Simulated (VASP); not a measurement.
Set up this calculation in VASP 6.6.1, as the native input.

```yaml
Task: single point
Functional: LDA
Potentials_or_basis: VASP PAW LDA potentials, release 64 (C)
Cutoff: 520 eV
k_mesh: 20 × 20 × 20
Occupations: fermi-dirac, width 0.08 eV
Spin: no spin polarisation
Dipole_correction: no
Further_INCAR_settings: ALGO = Normal; EDIFF = 1e-06; NBANDS = 11
```

The structure of C lies in POSCAR:

```
C
1.0
    0.0000000000      1.7981395114      1.7981395114
    1.7981395114      0.0000000000      1.7981395114
    1.7981395114      1.7981395114      0.0000000000
C
2
Direct
    0.5000000000      0.5000000000      0.5000000000
    0.7500000000      0.7500000000      0.7500000000
```

This cell differs from its parent crystal: volume scaled by 1.025.

These files were run (other wordings do the same):

INCAR

```
ALGO = Normal ; EDIFF = 1E-6
ENCUT = 520 ; GGA = CA
ISIF = 2 ; ISMEAR = -1
LASPH = T ; LCHARG = T
LELF = T ; LREAL = F
LVHAR = T ; LWAVE = F
NBANDS = 11 ; NELM = 80
PREC = Accurate ; SIGMA = 0.08
```

KPOINTS

```
k-points
0
Gamma
  20 20 20
```

Potentials or basis: VASP PAW LDA potentials, release 64 (C).

The run is started by

```sh
$ cat potpaw_LDA.64/C/POTCAR > POTCAR
$ mpirun -np 1 vasp_std > vasp.out
```

Results of the run:

```
Pressure               : -21.6 GPa
Band gap on the k mesh : 4.04 eV, indirect (least direct gap 5.47 eV)
```

Run time: 42 s on 1 thread of Intel Xeon 8259CL, on a shared host, peak memory 0.13 GiB.
